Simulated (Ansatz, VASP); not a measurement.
**Two plane-wave programs on Ag**

POSCAR

```
Ag
1.0
    2.8568537720      0.0000000000      0.0000000000
   -1.4284268860      2.4741079414      0.0000000000
    0.0000000000      0.0000000000      4.9048175080
Ag
2
Direct
    0.3333333333      0.6666666667      0.2500000000
    0.6666666667      0.3333333333      0.7500000000
```

File INCAR.step1:

```
PREC = Accurate
ENCUT = 520
ISMEAR = 0
SIGMA = 0.15
LREAL = F
LASPH = T
NELM = 60
NBANDS = 18
GGA = PE
ALGO = Normal
EDIFF = 1E-4
LWAVE = T
LCHARG = F
```

Contents of INCAR.step2:

```
PREC = Accurate
ENCUT = 520
EDIFF = 1E-6
ISMEAR = 0
SIGMA = 0.15
LREAL = F
LASPH = T
NELM = 60
ALGO = Normal
ISIF = 2
LWAVE = F
LCHARG = F
METAGGA = R2SCAN
LMIXTAU = T
NBANDS = 18
ISTART = 1
```

The input KPOINTS:

```
Automatic mesh
0
Gamma
  24 24 14
```

Input for Ansatz:

```yaml
crystal:
  lattice:
    - [2.856853772, 0.0, 0.0]
    - [-1.428426886, 2.4741079414, 0.0]
    - [0.0, 0.0, 4.904817508]
  atoms:
    - { symbol: Ag, position: [0.3333333333, 0.6666666667, 0.25] }
    - { symbol: Ag, position: [0.6666666667, 0.3333333333, 0.75] }
basis:
  ecutwfc: 500
kpoints:
  mp_grid: { grid: [24, 24, 14] }
hamiltonian:
  xc: r2scan
scf:
  occupations: { method: gaussian, width: 0.15 }
output:
  forces: true
  stress: true
  eigenvalues: true
```

Alike in both runs: task single point; functional r2SCAN; k mesh 24 × 24 × 14; occupations gaussian, width 0.15 eV; no spin polarisation.

|  | VASP | Ansatz |
| --- | --- | --- |
| version | VASP 6.6.1 | Ansatz 0.2.0 |
| potentials or method | VASP PAW PBE potentials, release 64 (Ag), cutoff 520 eV | scalar-relativistic, plane waves, PAW |
| valence electrons in the cell | 22 | 38 |

|  | VASP | Ansatz | Ansatz less VASP |
| --- | --- | --- | --- |
| gap on the k mesh at the Fermi level (eV) | none | none | - |
| pressure (GPa) | 0.4 | 0.2 | -0.15 |
| traceless stress, the component that is largest in VASP (GPa) | -3.04 | -2.98 | +0.053 |

VASP's potentials were made for PBE, not for r2SCAN. A gap of «none» marks a metal or a gap that the smearing closes. VASP's potentials hold 22 valence electrons a cell and Ansatz's 38, so a difference there can come from the potentials and not from the codes.
